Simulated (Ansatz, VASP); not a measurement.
RbBr: VASP beside Ansatz

File INCAR:

```
SYSTEM = RbBr
  PREC = Accurate
  ENCUT = 520
  EDIFF = 1E-6
  ISMEAR = 0
  SIGMA = 0.05
  LREAL = .False.
  LASPH = .True.
  NELM = 60
  ALGO = Normal
  ISIF = 2
  LWAVE = .False.
  LCHARG = .False.
  GGA = PS
  NBANDS = 15
```

File KPOINTS:

```
regular mesh
0
Gamma
  6 6 6
  0 0 0
```

File POSCAR:

```
RbBr
1.0
    4.0229253675      0.0000000000      0.0000000000
    0.0000000000      4.0229253675      0.0000000000
    0.0000000000      0.0000000000      3.9197734350
Rb Br
1 1
Direct
    0.0000000000      0.0000000000      0.0000000000
    0.5000000000      0.5000000000      0.5000000000
```

Input for Ansatz:

```yaml
crystal:
  lattice:
    - [4.0229253675, 0.0, 0.0]
    - [0.0, 4.0229253675, 0.0]
    - [0.0, 0.0, 3.919773435]
  atoms:
    - { symbol: Rb, position: [0.0, 0.0, 0.0] }
    - { symbol: Br, position: [0.5, 0.5, 0.5] }
basis:
  ecutwfc: 420
kpoints:
  mp_grid: { grid: [6, 6, 6] }
hamiltonian:
  xc: pbesol
scf:
  occupations: { method: gaussian, width: 0.05 }
output:
  forces: true
  stress: true
  eigenvalues: true
```

Change from the starting cell: strain -0.025 along x and y, -0.050 along z, atoms carried along.

Alike in both runs: task single point; functional PBEsol; k mesh 6 × 6 × 6; occupations gaussian, width 0.05 eV; no spin polarisation.

|  | VASP | Ansatz |
| --- | --- | --- |
| version | VASP 6.6.1 | Ansatz 0.2.0 |
| potentials or method | VASP PAW PBE potentials, release 64 (Rb_sv, Br), cutoff 520 eV | scalar-relativistic, plane waves, PAW |
| valence electrons in the cell | 16 | 16 |

|  | VASP | Ansatz | Ansatz less VASP |
| --- | --- | --- | --- |
| gap on the k mesh at the Fermi level (eV) | 4.16 | 4.17 | +0.003 |
| least direct gap on the mesh (eV) | 4.31 | 4.31 | +0.002 |
| pressure (GPa) | 1.3 | 1.3 | -0.05 |
| traceless stress, the component that is largest in VASP (GPa) | 0.57 | 0.57 | 0.000 |

VASP's potentials were made for PBE, not for PBEsol.
